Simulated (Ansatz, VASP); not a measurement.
**One calculation of TaNb3F2, two programs**

The input INCAR:

```
  PREC = Accurate
  ENCUT = 520
  EDIFF = 1E-7
  ISMEAR = 0
  SIGMA = 0.1
  LREAL = F
  LASPH = T
  NELM = 150
  ALGO = Normal
  ISIF = 2
  LWAVE = F
  LCHARG = F
  ISPIN = 2
  MAGMOM = 1 0 0 0 0 0
  LORBIT = 11
  LMAXMIX = 4
  GGA = PE
  NBANDS = 45
```

File KPOINTS:

```
regular mesh
0
Gamma
  6 6 2
```

File POSCAR:

```
TaNb3F2
1.0
    3.0917900100      0.0000000000      0.0000000000
    0.0000000000      3.0917900100      0.0000000000
    0.0000000000      0.0000000000     11.5051676800
Ta Nb F
1 3 2
Direct
    0.0000000000      0.0000000000      0.0000000000
    0.0000000000      0.0000000000      0.6647679800
    0.0000000000      0.0000000000      0.3352320200
    0.5000000000      0.5000000000      0.5000000000
    0.5000000000      0.5000000000      0.8681410000
    0.5000000000      0.5000000000      0.1318590000
```

Input for Ansatz:

```yaml
crystal:
  lattice:
    - [3.09179001, 0.0, 0.0]
    - [0.0, 3.09179001, 0.0]
    - [0.0, 0.0, 11.50516768]
  atoms:
    - { symbol: Ta, position: [0.0, 0.0, 0.0], spin: 1.0 }
    - { symbol: Nb, position: [0.0, 0.0, 0.66476798] }
    - { symbol: Nb, position: [0.0, 0.0, 0.33523202] }
    - { symbol: Nb, position: [0.5, 0.5, 0.5] }
    - { symbol: F, position: [0.5, 0.5, 0.868141] }
    - { symbol: F, position: [0.5, 0.5, 0.131859] }
basis:
  ecutwfc: 420
kpoints:
  mp_grid: { grid: [6, 6, 2] }
hamiltonian:
  xc: pbe
scf:
  occupations: { method: gaussian, width: 0.1 }
  lower_state_search: "off"
output:
  forces: true
  stress: true
  eigenvalues: true
  populations: true
magnetization:
  spin_polarized: true
```

Change from the starting cell: species swapped into the Er2Mg3Ru type (P4/mmm, No. 123).

Alike in both runs: task single point; functional PBE; k mesh 6 × 6 × 2; occupations gaussian, width 0.1 eV; collinear spin.

|  | VASP | Ansatz |
| --- | --- | --- |
| version | VASP 6.6.1 | Ansatz 0.2.0 |
| potentials or method | VASP PAW PBE potentials, release 64 (Ta_pv, Nb_sv, F), cutoff 520 eV | scalar-relativistic, plane waves, PAW |
| valence electrons in the cell | 64 | 66 |

|  | VASP | Ansatz | Ansatz less VASP |
| --- | --- | --- | --- |
| gap on the k mesh at the Fermi level (eV) | none | none | - |
| pressure (GPa) | -11.2 | -11.0 | +0.24 |
| traceless stress, the component that is largest in VASP (GPa) | -1.07 | -1.08 | -0.005 |
| rms of the force components (eV/Å) | 0.297 | 0.297 | +0.0007 |
| net moment per atom (μB) | 0.16 | 0.16 | +0.002 |
| size of the moment on the site where the two differ most (μB) | 0.50 | 0.43 | -0.065 |

Site moments also hang on the region over which each program counts them. Atom by atom the forces differ by 0.005 eV/Å (rms over components). A gap of «none» marks a metal or a gap that the smearing closes. With one functional, cell and mesh, what is left measures potentials, basis and numerics. VASP's potentials hold 64 valence electrons a cell and Ansatz's 66, so a difference there can come from the potentials and not from the codes.

Neither program's run includes spin-orbit coupling.
